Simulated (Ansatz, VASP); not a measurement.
# One calculation of CdBr, two programs

INCAR

```
PREC     = Accurate       # precision mode
ENCUT    = 520            # plane-wave cutoff, eV
EDIFF    = 1E-6           # SCF threshold, eV
ISMEAR   = -1             # smearing method
SIGMA    = 0.05           # smearing width, eV
LREAL    = False          # projectors in reciprocal space
LASPH    = True           # aspherical terms in the spheres
NELM     = 80             # most SCF steps
ALGO     = Normal         # electronic algorithm
ISIF     = 2              # what is computed and relaxed
LWAVE    = False          # write WAVECAR
LCHARG   = False          # write CHGCAR
GGA      = PE             # functional
NBANDS   = 16             # bands
```

The input KPOINTS:

```
Automatic mesh
0
Gamma
  8 8 8
```

POSCAR

```
CdBr
1.0
    0.0000000000      3.1128218643      3.1128218643
    3.1128218643      0.0000000000      3.1128218643
    3.1128218643      3.1128218643      0.0000000000
Cd Br
1 1
Direct
    0.0000000000      0.0000000000      0.0000000000
    0.5000000000      0.5000000000      0.5000000000
```

Contents of input.yaml:

```yaml
crystal:
  lattice:
    - [0.0, 3.1128218643, 3.1128218643]
    - [3.1128218643, 0.0, 3.1128218643]
    - [3.1128218643, 3.1128218643, 0.0]
  atoms:
    - { symbol: Cd, position: [0.0, 0.0, 0.0] }
    - { symbol: Br, position: [0.5, 0.5, 0.5] }
kpoints:
  mp_grid: { grid: [8, 8, 8] }
scf:
  occupations: { method: fermi_dirac, width: 0.05 }
hamiltonian:
  xc: pbe
  pseudopotentials: { kind: all_electron, lapw: { basis_error: 0.0005 } }
output:
  forces: true
  stress: true
  eigenvalues: true
```

Change from the starting cell: volume scaled by 1.04.

Alike in both runs: task single point; functional PBE; k mesh 8 × 8 × 8; occupations fermi-dirac, width 0.05 eV; no spin polarisation.

|  | VASP | Ansatz |
| --- | --- | --- |
| version | VASP 6.6.1 | Ansatz 0.2.0 |
| potentials or method | VASP PAW PBE potentials, release 64 (Cd, Br), cutoff 520 eV | all-electron LAPW, scalar-relativistic |

Ansatz gave:

```
gap on the k mesh at the Fermi level (eV) : none
pressure (GPa)                            : 0.0
```

Estimate VASP's values.

gap on the k mesh at the Fermi level (eV): none; pressure (GPa): 0.1.

A gap of «none» marks a metal or a gap that the smearing closes. Ansatz ran all-electron here, and VASP with PAW potentials.
